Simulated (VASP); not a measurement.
Here is a VASP 6.6.1 calculation.

The input INCAR:

```
ALGO = Normal
EDIFF = 1E-6
ENCUT = 520
GGA = PE
ISIF = 2
ISMEAR = -1
LASPH = T
LCHARG = T
LELF = T
LREAL = F
LVHAR = T
LWAVE = F
NBANDS = 22
NELM = 80
PREC = Accurate
SIGMA = 0.05
```

The input KPOINTS:

```
k-points
0
Gamma
  10 10 10
```

Contents of POSCAR:

```
BiRu
1.0
    0.0000000000      2.8022154449      2.8022154449
    2.8022154449      0.0000000000      2.8022154449
    2.8022154449      2.8022154449      0.0000000000
Ru Bi
1 1
Direct
    0.0000000000      0.0000000000      0.0000000000
    0.5000000000      0.5000000000      0.5000000000
```

Potentials or basis: VASP PAW PBE potentials, release 64 (Ru_pv, Bi_d).

The run is started by

```bash
$ cat potpaw_PBE.64/Ru_pv/POTCAR potpaw_PBE.64/Bi_d/POTCAR > POTCAR
$ mpirun -np 1 vasp_std > vasp.out
```

Task: Estimate the pressure.

Result: -3.1 GPa.
